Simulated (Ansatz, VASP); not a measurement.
TaN: VASP beside Ansatz

The input INCAR:

```
  PREC = Accurate
  ENCUT = 520
  EDIFF = 1E-8
  ISMEAR = -1
  SIGMA = 0.01
  LREAL = F
  LASPH = T
  NELM = 80
  ALGO = Normal
  ISIF = 2
  LWAVE = F
  LCHARG = F
  GGA = PE
  LEFG = T
  NBANDS = 33
```

Contents of KPOINTS:

```
regular mesh
0
Gamma
  6 6 9
```

POSCAR

```
TaN
1.0
    5.2999208842      0.0000000000      0.0000000000
   -2.6499604421      4.5898661238      0.0000000000
    0.0000000000      0.0000000000      2.9110000000
Ta N
3 3
Direct
    0.3333333333      0.6666666667      0.5000000000
    0.6666666667      0.3333333333      0.5000000000
    0.0000000000      0.0000000000      0.0000000000
    0.3928500000      0.0000000000      0.0000000000
    0.6071500000      0.6071500000      0.0000000000
    0.0000000000      0.3928500000      0.0000000000
```

Input for Ansatz:

```yaml
crystal:
  lattice:
    - [5.2999208842, 0.0, 0.0]
    - [-2.6499604421, 4.5898661238, 0.0]
    - [0.0, 0.0, 2.911]
  atoms:
    - { symbol: Ta, position: [0.3333333333, 0.6666666667, 0.5] }
    - { symbol: Ta, position: [0.6666666667, 0.3333333333, 0.5] }
    - { symbol: Ta, position: [0.0, 0.0, 0.0] }
    - { symbol: "N", position: [0.39285, 0.0, 0.0] }
    - { symbol: "N", position: [0.60715, 0.60715, 0.0] }
    - { symbol: "N", position: [0.0, 0.39285, 0.0] }
kpoints:
  mp_grid: { grid: [6, 6, 9] }
scf:
  occupations: { method: fermi_dirac, width: 0.01 }
hamiltonian:
  xc: pbe
  pseudopotentials: { kind: all_electron, datasets: crystal }
output:
  forces: true
  stress: true
  eigenvalues: true
  efg: { contact_densities: true }
```

Change from the starting cell: equal xx and yy strain of +2 %, crystal datasets.

Alike in both runs: task electric field gradients; functional PBE; k mesh 6 × 6 × 9; occupations fermi-dirac, width 0.01 eV; no spin polarisation.

|  | VASP | Ansatz |
| --- | --- | --- |
| version | VASP 6.6.1 | Ansatz 0.2.0 |
| potentials or method | VASP PAW PBE potentials, release 64 (Ta_pv, N), cutoff 520 eV | all-electron PAW with datasets made for the crystal, scalar-relativistic |

|  | VASP | Ansatz | Ansatz less VASP |
| --- | --- | --- | --- |
| pressure (GPa) | -6.3 | -6.8 | -0.43 |
| traceless stress, the component that is largest in VASP (GPa) | 4.57 | 4.63 | +0.067 |
| rms of the force components (eV/Å) | 0.083 | 0.086 | +0.0030 |
| size of Vzz on the site where it differs most (V/Å²) | 132.5 | 60.4 | -72.11 |

Atom by atom the forces differ by 0.003 eV/Å (rms over components). Ansatz ran all-electron here, and VASP with PAW potentials.

Spin-orbit coupling is off throughout.
